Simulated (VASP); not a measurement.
Wanted: the native input for a VASP 6.6.1 run.

| Item | Value |
| --- | --- |
| Task | single point |
| Functional | PBE exchange alone |
| Potentials or basis | VASP PAW PBE potentials, release 64 (Ir) |
| Cutoff | 520 eV |
| k mesh | 12 × 12 × 12 |
| Occupations | tetrahedron |
| Spin | no spin polarisation |
| Dipole correction | no |
| Further INCAR settings | ALGO = Fast; EDIFF = 1e-07; NBANDS = 10 |

The structure of Ir lies in POSCAR:

```
Ir
1.0
    0.0000000000      1.9282864624      1.9282864624
    1.9282864624      0.0000000000      1.9282864624
    1.9282864624      1.9282864624      0.0000000000
Ir
1
Direct
    0.0000000000      0.0000000000      0.0000000000
```

The input as run:

INCAR

```
SYSTEM = Ir
PREC = Accurate
ENCUT = 520
EDIFF = 1E-7
ISMEAR = -5
SIGMA = 0.05
LREAL = .FALSE.
LASPH = .TRUE.
NELM = 100
ALGO = Fast
ISIF = 2
LWAVE = .FALSE.
LCHARG = .FALSE.
GGA = PE
ALDAC = 0.0
AGGAC = 0.0
NBANDS = 10
```

KPOINTS

```
Automatic mesh
0
G
  12 12 12
  0 0 0
```

Potentials or basis: VASP PAW PBE potentials, release 64 (Ir).

The run is started by

```console
$ cat potpaw_PBE.64/Ir/POTCAR > POTCAR
$ mpirun -np 1 vasp_std > vasp.out
```

Results of the run:

```json
{"Pressure": "40.5 GPa", "Band gap on the k mesh": "zero (an odd number of electrons rules out a gap without spin polarisation)"}
```

Caveat: the cell stands under pressure; spin-orbit coupling is left out, which moves the levels of the heavy elements; tetrahedron occupations give inexact forces and stress in metals.

It took 19 s on 1 thread of Intel Xeon 8259CL, with other jobs on the host, peak memory 0.13 GiB.
